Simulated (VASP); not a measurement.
# V (P4/mmm) in VASP: notebook

V is run at these levels: PBE; tasks: single point, relaxation of cell and atoms.

All numbers are computed with VASP 6.6.1; they aren't measurements. Logs are shortened: lines on timing, memory, paths and dates and some standing lists are left out, and cuts for length are marked.

**1. The cell of the first run**

The structure is tetragonal, space group P4/mmm (No. 123). The conventional cell has a = 3.456 Å, b = 3.456 Å, c = 6.391 Å, α = 90.00°, β = 90.00°, γ = 90.00°. Within 3.2 Å of V (site symmetry 2mm) lie 7 V at 2.44 to 2.59 Å. V (site symmetry 4/mmm) has 12 V at 2.59 to 3.46 Å within 3.5 Å.

**2. Single point, PBE**

INCAR

```
PREC = Accurate
ENCUT = 520
EDIFF = 1E-7
ISMEAR = 0
SIGMA = 0.1
LREAL = F
LASPH = T
NELM = 100
ALGO = Fast
ISIF = 2
LWAVE = F
LCHARG = T
GGA = PE
LELF = T
LVHAR = T
NBANDS = 40
```

KPOINTS

```
regular mesh
0
Gamma
  12 12 6
```

POSCAR

```
V
1.0
    3.4563152402      0.0000000000      0.0000000000
    0.0000000000      3.4563152402      0.0000000000
    0.0000000000      0.0000000000      6.3905056686
V
5
Direct
    0.5000000000      0.0000000000      0.3021767740
    0.0000000000      0.5000000000      0.6978232260
    0.0000000000      0.5000000000      0.3021767740
    0.5000000000      0.0000000000      0.6978232260
    0.0000000000      0.0000000000      0.0000000000
```

Potentials or basis: VASP PAW PBE potentials, release 64 (V_sv).

On the command line:

```bash
cat potpaw_PBE.64/V_sv/POTCAR > POTCAR
mpirun -np 1 vasp_std > vasp.out
```

OUTCAR:

```text
PREC = Accurate
   ENCUT = 520
   EDIFF = 1E-7
   ISMEAR = 0
   LREAL = F
   LASPH = T
   NELM = 100
   ISIF = 2
   GGA = PE

 ion  position               nearest neighbor table
   1  0.500  0.000  0.302-   3 2.44   3 2.44   3 2.44   3 2.44   4 2.53   5 2.59   5 2.59
   2  0.000  0.500  0.698-   4 2.44   4 2.44   4 2.44   4 2.44   3 2.53   5 2.59   5 2.59
   3  0.000  0.500  0.302-   1 2.44   1 2.44   1 2.44   1 2.44   2 2.53   5 2.59   5 2.59
   4  0.500  0.000  0.698-   2 2.44   2 2.44   2 2.44   2 2.44   1 2.53   5 2.59   5 2.59
   5  0.000  0.000  0.000-   1 2.59   2 2.59   3 2.59   4 2.59   2 2.59   3 2.59   1 2.59   4 2.59

  LATTYP: Found a simple tetragonal cell.
 ALAT       =     3.4563152402
 C/A-ratio  =     1.8489359982

  Lattice vectors:

 A1 = (   3.4563152402,   0.0000000000,   0.0000000000)
 A2 = (   0.0000000000,   3.4563152402,   0.0000000000)
 A3 = (   0.0000000000,   0.0000000000,   6.3905056686)

Analysis of symmetry for initial positions (statically):
=====================================================================
 Subroutine PRICEL returns:
 Original cell was already a primitive cell.

 Routine SETGRP: Setting up the symmetry group for a
 simple tetragonal supercell.

 Subroutine GETGRP returns: Found 16 space group operations
 (whereof 16 operations were pure point group operations)
 out of a pool of 16 trial point group operations.

The static configuration has the point symmetry D_4h.

Analysis of symmetry for dynamics (positions and initial velocities):
=====================================================================
 Subroutine PRICEL returns:
 Original cell was already a primitive cell.

 Routine SETGRP: Setting up the symmetry group for a
 simple tetragonal supercell.

 Subroutine GETGRP returns: Found 16 space group operations
 (whereof 16 operations were pure point group operations)
 out of a pool of 16 trial point group operations.

The dynamic configuration has the point symmetry D_4h.

 Subroutine INISYM returns: Found 16 space group operations
 (whereof 16 operations are pure point group operations),
 and found     1 'primitive' translations

----------------------------------------------------------------------------------------

                                     Primitive cell

  volume of cell :      76.3417

  direct lattice vectors                    reciprocal lattice vectors
     3.456315240  0.000000000  0.000000000     0.289325461  0.000000000  0.000000000
     0.000000000  3.456315240  0.000000000     0.000000000  0.289325461  0.000000000
     0.000000000  0.000000000  6.390505669     0.000000000  0.000000000  0.156482140

  length of vectors
     3.456315240  3.456315240  6.390505669     0.289325461  0.289325461  0.156482140

  position of ions in fractional coordinates (direct lattice)
     0.500000000  0.000000000  0.302176774
     0.000000000  0.500000000  0.697823226
     0.000000000  0.500000000  0.302176774
     0.500000000  0.000000000  0.697823226
     0.000000000  0.000000000  0.000000000

  ion indices of the primitive-cell ions
   primitive index   ion index
                 1           1
                 2           2
                 3           3
                 4           4
                 5           5

----------------------------------------------------------------------------------------

 KPOINTS: regular mesh

Automatic generation of k-mesh.
 Grid dimensions read from file:
 generate k-points for:   12   12    6

 Generating k-lattice:

  Cartesian coordinates                     Fractional coordinates (reciprocal lattice)
     0.024110455  0.000000000  0.000000000     0.083333333  0.000000000  0.000000000
     0.000000000  0.024110455  0.000000000     0.000000000  0.083333333  0.000000000
     0.000000000  0.000000000  0.026080357     0.000000000  0.000000000  0.166666667

  Length of vectors
     0.024110455  0.024110455  0.026080357

  Shift w.r.t. Gamma in fractional coordinates (k-lattice)
     0.000000000  0.000000000  0.000000000

 Subroutine IBZKPT returns following result:
 ===========================================

 Found    112 irreducible k-points:

 Following reciprocal coordinates:
            Coordinates               Weight
  0.000000  0.000000  0.000000      1.000000
  0.083333  0.000000  0.000000      4.000000
  0.166667  0.000000  0.000000      4.000000
  0.250000  0.000000  0.000000      4.000000
  0.333333  0.000000  0.000000      4.000000
  0.416667  0.000000  0.000000      4.000000
[... 16 lines left out ...]
  0.333333  0.333333  0.000000      4.000000
  0.416667  0.333333  0.000000      8.000000
 [... further k-points ...]
   k-points           NKPTS =    112   k-points in BZ     NKDIM =    112   number of bands    NBANDS=     40
   number of dos      NEDOS =    301   number of ions     NIONS =      5
   total plane-waves  NPLWV =  37632
   dimension x,y,z NGX =    28 NGY =   28 NGZ =   48
   dimension x,y,z NGXF=    56 NGYF=   56 NGZF=   96
   ions per type =               5
   NGX,Y,Z   is equivalent  to a cutoff of  13.47, 13.47, 12.49 a.u.
   NGXF,Y,Z  is equivalent  to a cutoff of  26.94, 26.94, 24.97 a.u.
 SYSTEM =  unknown system
   PREC   = accura    normal or accurate (medium, high low for compatibility)
   ISTART =      0    job   : 0-new  1-cont  2-samecut
   ICHARG =      2    charge: 1-file 2-atom 10-const
   ISPIN  =      1    spin polarized calculation?
   LNONCOLLINEAR =      F non collinear calculations
   LSORBIT =      F    spin-orbit coupling
   LASPH  =      T    aspherical Exc in radial PAW
   ENCUT  =  520.0 eV  38.22 Ry    6.18 a.u.   6.43  6.43 11.88*2*pi/ulx,y,z
   NELM   =    100;   NELMIN=  2; NELMDL= -5     # of ELM steps
   EDIFF  = 0.1E-06   stopping-criterion for ELM
   LREAL  =      F    real-space projection
   EDIFFG = 0.1E-05   stopping-criterion for IOM
   NSW    =      0    number of steps for IOM
   IBRION =     -1    ionic relax: 0-MD 1-quasi-New 2-CG
   NFREE  =      0    steps in history (QN), initial steepest desc. (CG)
   ISIF   =      2    stress and relaxation
   ISYM   =      2    0-nonsym 1-usesym 2-fastsym
   POTIM  = 0.5000    time-step for ionic-motion
   TEBEG  =    0.0;   TEEND  =   0.0 temperature during run
   PSTRESS=    0.0 pullay stress
   NELECT =      65.0000    total number of electrons
   NUPDOWN=      -1.0000    fix difference up-down
   EMIN   =  10.00;   EMAX   =-10.00  energy-range for DOS
   EFERMI =   0.00;   METHOD = LEGACY
   ISMEAR =     0;   SIGMA  =   0.10  broadening in eV -4-tet -1-fermi 0-gaus
   EFERMI_NEDOS =   21; number of points for ismear=-14 and -15
   IALGO  =     68    algorithm
   IMIX   =      4    mixing-type and parameters
     AMIX     =   0.40;   BMIX     =  1.00
     AMIX_MAG =   1.60;   BMIX_MAG =  1.00
  volume/ion in A,a.u.               =      15.27       103.04
  Fermi-wavevector in a.u.,A,eV,Ry     =   1.551644  2.932181 32.757358  2.407598
  Thomas-Fermi vector in A             =   2.656133
   LORBIT       =      0    0 simple, 1 ext, 2 COOP (PROOUT), +10 PAW based schemes
   GGA     = PE    functional components
   LHFCALC =     F    Hartree Fock is set to
   AEXX    =    0.0000 exact exchange contribution
   IVDW    =     0    specifies the selected vdW correction
   LEPSILON=     F    determine dielectric tensor
   LRPA    =     F    only Hartree local field effects (RPA)
 non-spin polarized calculation
 RMM-DIIS sequential band-by-band and
 Gauss-broadening in eV      SIGMA  =   0.10
  energy-cutoff  :      520.00
  volume of cell :       76.34
 maximum number of plane-waves:      2079
 NGX is ok and might be reduce to    28
   NGX = 13   NGY = 13   NGZ = 23

 number of electron      65.0000016 magnetization

 Free energy of the ion-electron system (eV)
  ---------------------------------------------------
  ext. energy  EPLUGINS =         0.00000000
  ---------------------------------------------------
  free energy    TOTEN  =       -40.84955834 eV

  energy without entropy =      -40.80553820  energy(sigma->0) =      -40.82754827

 E-fermi :   8.4318     XC(G=0): -12.0727

 val. band max:        8.4304812356   @ k =   0.5000   0.0000   0.5000
 cond. band min:       8.4411813202   @ k =   0.3333   0.3333   0.3333
 fundamental gap:      0.0107000846
 Fermi energy:         8.4317781805

 k-point     1 :       0.0000    0.0000    0.0000
  band No.  band energies     occupation
      1     -55.5551      2.00000
      2     -55.4198      2.00000
      3     -55.3830      2.00000
      4     -55.1542      2.00000
      5     -55.1004      2.00000
      6     -29.6999      2.00000
[... 32 lines left out ...]
     39      10.3568      0.00000
     40      10.6663      0.00000

 k-point     2 :       0.0833    0.0000    0.0000
  band No.  band energies     occupation
      1     -55.5506      2.00000
      2     -55.4143      2.00000
      3     -55.3819      2.00000
      4     -55.1597      2.00000
      5     -55.1058      2.00000
      6     -29.6897      2.00000
[... 32 lines left out ...]
     39      10.6271      0.00000
     40      10.6402      0.00000

 k-point     3 :       0.1667    0.0000    0.0000
  band No.  band energies     occupation
      1     -55.5378      2.00000
      2     -55.3983      2.00000
      3     -55.3781      2.00000
      4     -55.1757      2.00000
      5     -55.1216      2.00000
      6     -29.6623      2.00000
[... 32 lines left out ...]
     39      10.5616      0.00000
     40      10.5725      0.00000

 k-point     4 :       0.2500    0.0000    0.0000
  band No.  band energies     occupation
      1     -55.5193      2.00000
      2     -55.3727      2.00000
      3     -55.3707      2.00000
      4     -55.2008      2.00000
      5     -55.1468      2.00000
      6     -29.6325      2.00000
[... 32 lines left out ...]
     39      10.4588      0.00000
     40      10.4683      0.00000
[... 772 lines left out ...]
     39       9.7083      0.00000
     40       9.7744      0.00000

 k-point    23 :       0.3333    0.3333    0.0000
  band No.  band energies     occupation
      1     -55.4718      2.00000
      2     -55.3391      2.00000
      3     -55.2976      2.00000
      4     -55.2737      2.00000
      5     -55.2177      2.00000
      6     -29.8158      2.00000
[... 32 lines left out ...]
     39      10.0528      0.00000
     40      10.1605      0.00000

 k-point    24 :       0.4167    0.3333    0.0000
  band No.  band energies     occupation
      1     -55.4645      2.00000
      2     -55.3268      2.00000
      3     -55.2920      2.00000
      4     -55.2779      2.00000
      5     -55.2365      2.00000
      6     -29.8428      2.00000
[... 32 lines left out ...]
     39      10.2242      0.00000
     40      10.2697      0.00000

 [... further k-points ...]

------------------------ aborting loop because EDIFF is reached ----------------------------------------

  FORCE on cell =-STRESS in cart. coord.  units (eV):
  Direction    XX          YY          ZZ          XY          YZ          ZX
  --------------------------------------------------------------------------------------
  -------------------------------------------------------------------------------------
  Total        0.1269712      0.1269712      0.0814330      0.0000000     -0.0000000      0.0000000
  in kB        2.6647341      2.6647341      1.7090270      0.0000000     -0.0000000      0.0000000
  external PRESSURE =       2.3461651 kB  Pullay stress =       0.0000000 kB

 VOLUME and BASIS-vectors are now :
 -----------------------------------------------------------------------------
  energy-cutoff  :      520.00
  volume of cell :       76.34
      direct lattice vectors                 reciprocal lattice vectors
     3.456315240  0.000000000  0.000000000     0.289325461  0.000000000  0.000000000
     0.000000000  3.456315240  0.000000000     0.000000000  0.289325461  0.000000000
     0.000000000  0.000000000  6.390505669     0.000000000  0.000000000  0.156482140

 POSITION                                       TOTAL-FORCE (eV/Angst)
 -----------------------------------------------------------------------------------
      1.72816      0.00000      1.93106         0.000000      0.000000      0.001990
      0.00000      1.72816      4.45944        -0.000000     -0.000000     -0.001990
      0.00000      1.72816      1.93106         0.000000     -0.000000      0.001990
      1.72816      0.00000      4.45944        -0.000000     -0.000000     -0.001990
      0.00000      0.00000      0.00000         0.000000      0.000000     -0.000000
 -----------------------------------------------------------------------------------
    total drift:                                0.000000      0.000000      0.000000

  FREE ENERGIE OF THE ION-ELECTRON SYSTEM (eV)
  ---------------------------------------------------
  free  energy   TOTEN  =       -40.8495583366 eV

  energy  without entropy=      -40.8055382039  energy(sigma->0) =      -40.82754827
```

Wall time 3.4 min (1 thread of Intel Xeon 6975P-C (Granite Rapids), shared host); peak memory 0.35 GiB.

What came out:

```
Free energy            : -40.8496 eV
Pressure               : 0.2 GPa
Band gap on the k mesh : zero (an odd number of electrons rules out a gap without spin polarisation)
```

**3. Relaxation of cell and atoms, PBE**

INCAR

```
PREC = Accurate ; ENCUT = 600
EDIFF = 1E-6 ; ISMEAR = 0
SIGMA = 0.1 ; LREAL = F
LASPH = T ; NELM = 100
ALGO = Fast ; ISIF = 3
LWAVE = F ; LCHARG = F
GGA = PE ; IBRION = 2
NSW = 100 ; EDIFFG = -0.01
```

KPOINTS

```
Automatic mesh
0
Gamma
  12 12 6
```

POSCAR

```
V
1.0
    3.4677044522      0.0000000000      0.0000000000
    0.0000000000      3.4677044522      0.0000000000
    0.0000000000      0.0000000000      6.3414750369
V
5
Direct
    0.5000000000      0.0000000000      0.3019384233
    0.0000000000      0.5000000000      0.6980615767
    0.0000000000      0.5000000000      0.3019384233
    0.5000000000      0.0000000000      0.6980615767
    0.0000000000      0.0000000000      0.0000000000
```

Potentials or basis: VASP PAW PBE potentials, release 64 (V_sv).

On the command line:

```bash
cat potpaw_PBE.64/V_sv/POTCAR > POTCAR
mpirun -np 1 vasp_std > vasp.out
```

It took 8.4 min on 1 thread of Intel Xeon 6975P-C (Granite Rapids), shared host; peak memory 0.39 GiB.

The run converged. Its results:

| Property | Result |
| --- | --- |
| Free energy | -40.8493 eV |
| Relaxed volume | 15.29 Å³/atom |
| Relaxed cell | a = 3.459 Å, b = 3.459 Å, c = 6.390 Å, α = 90.00°, β = 90.00°, γ = 90.00° |
| Space group after relaxing (to 0.1 Å) | P4/mmm (No. 123) |
| Energy gained by relaxing | 0.4 meV/atom |
| Ionic steps | 4 |
| Pressure after relaxing | -0.1 GPa |
| Largest force after relaxing | 0.008 eV/Å |
| Band gap on the k mesh | zero (an odd number of electrons rules out a gap without spin polarisation) |

Forces in eV/Å, atoms in the order of the input:
```
V    0.000  0.000  0.008
V    0.000  0.000 -0.008
V    0.000  0.000  0.008
V    0.000  0.000 -0.008
V    0.000  0.000  0.000
```

Step by step:
| step | energy change (eV) | largest force (eV/Å) | pressure (GPa) | volume (Å³) |
| --- | --- | --- | --- | --- |
| 1 | 0.0000 | 0.0015 | 0.39 | 76.26 |
| 2 | -0.0014 | 0.0052 | -0.34 | 76.66 |
| 3 | -0.0014 | 0.0049 | -0.35 | 76.67 |
| 4 | -0.0021 | 0.0080 | -0.06 | 76.47 |

Final structure:
```
V
1.0
     3.45945    0.00000    0.00000
     0.00000    3.45945    0.00000
     0.00000    0.00000    6.38985
V
5
Direct
  0.50000 0.00000 0.30199
  0.00000 0.50000 0.69801
  0.00000 0.50000 0.30199
  0.50000 0.00000 0.69801
  0.00000 0.00000 0.00000
```

Levels at points of the mesh, in eV from the Fermi level:
```
           k point  band 29  band 30  band 31  band 32  band 33  band 34  band 35  band 36  band 37  band 38
(0.00, 0.00, 0.00)    -1.49    -1.34    -1.34    -1.18    -1.18     1.37     1.60     1.61     1.75     1.92
(0.50, 0.00, 0.00)    -0.68    -0.51    -0.34    -0.07    -0.02     0.29     0.55     0.94     1.04     1.05
(0.50, 0.50, 0.00)    -0.93    -0.93    -0.67    -0.33    -0.01    -0.01     0.90     1.52     1.52     1.83
(0.00, 0.00, 0.50)    -1.86    -1.59    -1.11     0.20     0.20     0.61     1.02     1.02     1.39     1.92
(0.50, 0.00, 0.50)    -0.65    -0.42    -0.02    -0.01    -0.01     0.00     0.39     0.56     0.60     0.96
(0.50, 0.50, 0.50)    -0.75    -0.75     0.61     0.61     0.89     0.89     1.01     1.04     1.48     1.52
```
